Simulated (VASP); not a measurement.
FeO (Wuestite):

```xyz
2
Lattice="1.4878 0.8590 2.4681 -1.4878 0.8590 2.4681 0.0000 -1.7180 2.4681" Properties=species:S:1:pos:R:3 pbc="T T T"
Fe    0.0000    0.0000    0.0000
O     0.0000    0.0000    3.7022
```

Program: VASP 6.6.1. Alike in all runs: task single point; spin collinear, ferromagnetic start; cell as given; cutoff (eV) 520; smearing fermi-dirac 0.05 eV.

Question: Order these runs on this cell by their pressure, lowest first.
A. level LDA; potentials or basis VASP PAW LDA potentials, release 64 (Fe, O); k mesh 9 × 9 × 9
B. level PBE; potentials or basis VASP PAW PBE potentials, release 64 (Fe, O); k mesh 11 × 11 × 11
C. level PBEsol; potentials or basis VASP PAW PBE potentials, release 64 (Fe, O); k mesh 11 × 11 × 11

Answer: A (-7.4 GPa), C (2.8 GPa), B (11.8 GPa).

Caveats: a cell with one magnetic atom can't hold antiferromagnetic order, which such compounds often take; the PAW data sets were made with another functional, which shifts forces and pressure a little (some runs).
